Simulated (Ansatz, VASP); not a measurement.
Pb: VASP beside Ansatz

```
Pb
1.0
     0.00000    2.59329    2.34631
     2.59329    0.00000    2.34631
     2.59329    2.59329    0.00000
Pb
1
Direct
  0.00000 0.00000 0.00000
```

Change from the starting cell: strain +0.050 along x and y, -0.050 along z, atoms carried along.

Alike in both runs: task single point; functional PBEsol; k mesh 16 × 16 × 16; occupations gaussian, width 0.15 eV; no spin polarisation.

```csv
,VASP,Ansatz
version,VASP 6.6.1,Ansatz 0.2.0
potentials or method,"VASP PAW PBE potentials, release 64 (Pb_d), cutoff 520 eV","scalar-relativistic, plane waves, PAW"
valence electrons in the cell,14,14
```

|  | VASP | Ansatz | Ansatz less VASP |
| --- | --- | --- | --- |
| gap on the k mesh at the Fermi level (eV) | none | none | - |
| pressure (GPa) | -2.1 | -2.1 | +0.02 |
| traceless stress, the component that is largest in VASP (GPa) | 0.64 | 0.64 | +0.002 |

VASP's potentials were made for PBE, not for PBEsol. A gap of «none» marks a metal or a gap that the smearing closes. With one functional, cell and mesh, what is left measures potentials, basis and numerics.

Neither program's run includes spin-orbit coupling.
